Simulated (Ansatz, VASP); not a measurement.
One calculation of CuO, two programs

Contents of INCAR:

```
SYSTEM = CuO
PREC = Accurate
ENCUT = 520
EDIFF = 1E-6
ISMEAR = 0
SIGMA = 0.1
LREAL = .FALSE.
LASPH = .TRUE.
NELM = 150
ALGO = Normal
ISIF = 2
LWAVE = .FALSE.
LCHARG = .FALSE.
ISPIN = 2
MAGMOM = 1 0
LORBIT = 11
LMAXMIX = 4
GGA = PE
NBANDS = 20
```

KPOINTS

```
Automatic mesh
0
G
  6 6 6
  0 0 0
```

The input POSCAR:

```
CuO
1.0
    0.0000000000      2.1165600000      2.1165600000
    2.1165600000      0.0000000000      2.1165600000
    2.1165600000      2.1165600000      0.0000000000
Cu O
1 1
Direct
    0.0000000000      0.0000000000      0.0000000000
    0.5000000000      0.5000000000      0.5000000000
```

Input for Ansatz:

```yaml
crystal:
  lattice:
    - [0.0, 2.11656, 2.11656]
    - [2.11656, 0.0, 2.11656]
    - [2.11656, 2.11656, 0.0]
  atoms:
    - { symbol: Cu, position: [0.0, 0.0, 0.0], spin: 1.0 }
    - { symbol: O, position: [0.5, 0.5, 0.5] }
basis:
  ecutwfc: 420
kpoints:
  mp_grid: { grid: [6, 6, 6] }
hamiltonian:
  xc: pbe
scf:
  occupations: { method: gaussian, width: 0.1 }
  lower_state_search: "off"
output:
  forces: true
  stress: true
  eigenvalues: true
  populations: true
magnetization:
  spin_polarized: true
```

Alike in both runs: task single point; functional PBE; k mesh 6 × 6 × 6; occupations gaussian, width 0.1 eV; collinear spin.

|  | VASP | Ansatz |
| --- | --- | --- |
| version | VASP 6.6.1 | Ansatz 0.2.0 |
| potentials or method | VASP PAW PBE potentials, release 64 (Cu, O), cutoff 520 eV | scalar-relativistic, plane waves, PAW |
| valence electrons in the cell | 17 | 25 |

|  | VASP | Ansatz | Ansatz less VASP |
| --- | --- | --- | --- |
| gap on the k mesh at the Fermi level (eV) | none | none | - |
| pressure (GPa) | 2.5 | 2.3 | -0.25 |
| net moment per atom (μB) | 0.32 | 0.33 | +0.005 |
| size of the moment on the site where the two differ most (μB) | 0.21 | 0.23 | +0.016 |

Site moments also hang on the region over which each program counts them. A gap of «none» marks a metal or a gap that the smearing closes. The functional is the same, so the differences come from potentials, cutoffs and numerics. VASP's potentials hold 17 valence electrons a cell and Ansatz's 25, so a difference there can come from the potentials and not from the codes.

The k mesh is coarse, so the values compare programs but aren't converged.
